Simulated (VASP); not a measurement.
**Be16H (a cell with a defect): single point with LDA**

Crystal: Be16H (a cell with a defect).

```xyz
17
Lattice="-2.2900 -3.9664 0.0000 3.4350 -1.9832 0.0000 0.0000 0.0000 7.1769" Properties=species:S:1:pos:R:3 pbc="T T T"
Be    0.0118   -3.9724   -0.0183
Be   -0.0083   -2.6893    1.7684
Be    0.0153   -3.9749    3.5991
Be   -0.0013   -2.6539    5.3841
Be   -1.1569   -1.9866    0.0011
Be    2.2621   -2.6279    1.7667
Be   -1.1838   -2.0110    3.6170
Be    2.3064   -2.6531    5.4049
Be    1.1245   -1.9706   -0.0194
Be    1.1811   -0.6302    1.7680
Be    1.1685   -1.9963    3.6185
Be    1.1529   -0.6542    5.3841
Be   -0.0024    0.0126    0.0011
Be    1.1264   -4.6162    1.7853
Be    0.0050    0.0484    3.6171
Be    1.1297   -4.6180    5.4031
H    -0.0031   -1.3190    2.6937
```

```yaml
Program: VASP 6.6.1
Task: single point
Functional: LDA
Potentials_or_basis: VASP PAW LDA potentials, release 64 (Be, H)
Cutoff: 520 eV
k_mesh: 4 × 4 × 3
Occupations: gaussian, width 0.1 eV
Spin: no spin polarisation
Dipole_correction: no
Further_INCAR_settings: LREAL = Auto; ALGO = Normal; EDIFF = 1e-07; NBANDS = 30
```

```yaml
Pressure: -5.4 GPa
Largest_force: 0.006 eV/Å
```

Forces in eV/Å, atoms in the order of the input:
```
Be  -0.002  0.000 -0.002
Be   0.000 -0.001  0.001
Be   0.002  0.001  0.004
Be  -0.002  0.002  0.000
Be   0.004 -0.001  0.000
Be  -0.003  0.003 -0.003
Be   0.000  0.001 -0.003
Be  -0.002  0.001  0.001
Be   0.004 -0.003 -0.003
Be  -0.004 -0.001  0.004
Be   0.003 -0.001  0.003
Be  -0.001  0.001  0.000
Be   0.002  0.000  0.000
Be  -0.002  0.003 -0.001
Be   0.000 -0.001 -0.004
Be   0.002 -0.002  0.003
H    0.001 -0.002 -0.002
```

Stress tensor (GPa, compression positive):
```
-4.66 -0.79  0.56
-0.79 -5.58 -0.32
 0.56 -0.32 -6.09
```

Levels at points of the mesh, in eV from the Fermi level:
```csv
k point,band 12,band 13,band 14,band 15,band 16,band 17,band 18,band 19,band 20,band 21
"(0.00, 0.00, 0.00)",-4.39,-4.26,-3.78,-0.20,-0.12,0.16,0.36,0.71,0.88,0.95
"(0.50, 0.00, 0.00)",-2.74,-2.73,-2.71,-2.55,-2.40,-0.52,0.02,0.09,0.28,0.42
"(0.00, 0.50, 0.00)",-4.21,-3.80,-3.80,-2.97,-2.79,0.14,0.37,0.59,0.62,0.80
"(0.50, 0.50, 0.00)",-6.54,-1.75,-1.13,-1.09,-1.09,0.19,0.23,0.36,0.47,3.89
```

Run time: 81 s on 1 thread of Intel(R) Xeon(R) 6975P-C (Granite Rapids), on a shared host, peak memory 0.22 GiB.

Caveat: the k points lie up to 0.40 Å⁻¹ apart.
